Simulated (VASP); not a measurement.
Write the native input for VASP 6.6.1 that does the following.

| Item | Value |
| --- | --- |
| Task | single point |
| Functional | PBE |
| Potentials or basis | VASP PAW PBE potentials, release 64 (Al, Ni) |
| Cutoff | 520 eV |
| k mesh | 15 × 15 × 5 |
| Occupations | gaussian, width 0.15 eV |
| Spin | no spin polarisation |
| Dipole correction | no |
| Further INCAR settings | ALGO = Fast; EDIFF = 1e-07; NBANDS = 28 |

The structure of AlNi lies in POSCAR:

```
AlNi
1.0
    0.0000000000     -2.8927237813      0.0000000000
    0.0000000000      0.0000000000     -2.8927237813
    9.8781713440     -1.2053015755     -1.2053015755
Al Ni
3 3
Direct
    0.7254624919     -0.2745375081      0.6588900194
    0.9694958324     -0.0305041676      0.0732100022
    0.8474791622     -0.1525208378      0.3660500108
    0.1644541568      0.1644541568      0.8053100237
    0.4084874973      0.4084874973      0.2196300065
    0.2864708271      0.2864708271      0.5124700151
```

This cell differs from its parent crystal: the part above a cut slid along it.

One way to write it, as run:

INCAR

```
SYSTEM = AlNi
PREC     = Accurate       ! precision mode
ENCUT    = 520            ! plane-wave cutoff, eV
EDIFF    = 1E-7           ! SCF threshold, eV
ISMEAR   = 0              ! smearing method
SIGMA    = 0.15           ! smearing width, eV
LREAL    = .FALSE.        ! projectors in reciprocal space
LASPH    = .TRUE.         ! aspherical terms in the spheres
NELM     = 100            ! most SCF steps
ALGO     = Fast           ! electronic algorithm
ISIF     = 2              ! what is computed and relaxed
LWAVE    = .FALSE.        ! write WAVECAR
LCHARG   = .FALSE.        ! write CHGCAR
GGA      = PE             ! functional
NBANDS   = 28             ! bands
```

KPOINTS

```
regular mesh
0
G
  15 15 5
  0 0 0
```

Potentials or basis: VASP PAW PBE potentials, release 64 (Al, Ni).

The run is started by

```bash
$ cat potpaw_PBE.64/Al/POTCAR potpaw_PBE.64/Ni/POTCAR > POTCAR
$ mpirun -np 1 vasp_std > vasp.out
```

It gave:

```yaml
Pressure: -5.1 GPa
Largest_force: 0.846 eV/Å
Band_gap_on_the_k_mesh: zero (an odd number of electrons rules out a gap without spin polarisation)
```

Caveat: the cell differs from its parent crystal (the part above a cut slid along it); the cell stands under tension.

Run time: 17 min on 1 thread of AMD EPYC 7R13 Processor (Zen 3) (shared host), peak memory 0.61 GiB.
